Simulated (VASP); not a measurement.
Runs of VASP 6.6.1 on Br. The structure is that of space group Pm-3m (No. 221), or close to it. The cells are those of the table. 

```tsv
cell	gap on the mesh (eV)	pressure (GPa)
a = 4.674, b = 4.674, c = 4.598 Å, 3 atoms	none	(a)
a = 4.751, b = 4.751, c = 4.598 Å, 3 atoms	none	(b)
a = 4.521, b = 4.521, c = 4.598 Å, 3 atoms	none	-3.3
a = 4.598 Å, 3 atoms	none	-3.9
a = 4.444, b = 4.444, c = 4.598 Å, 3 atoms	none	-2.5
```

Alike in all rows: task single point; level LDA; potentials or basis VASP PAW LDA potentials, release 64 (Br); no spin polarisation; k mesh 8 × 8 × 8; cutoff (eV) 520; smearing fermi-dirac 0.1 eV.

Task: Fill in the values left out.

Result: (a) -4.3; (b) -4.7.

Caveats: an odd number of electrons without spin polarisation forces a metal; a magnetic or distorted state may lie lower; the cell stands under tension (at least some runs).

A k mesh can miss the band edges, and the runs leave out spin-orbit coupling on Br.

A gap of «none» marks levels without a gap at the run's occupations.
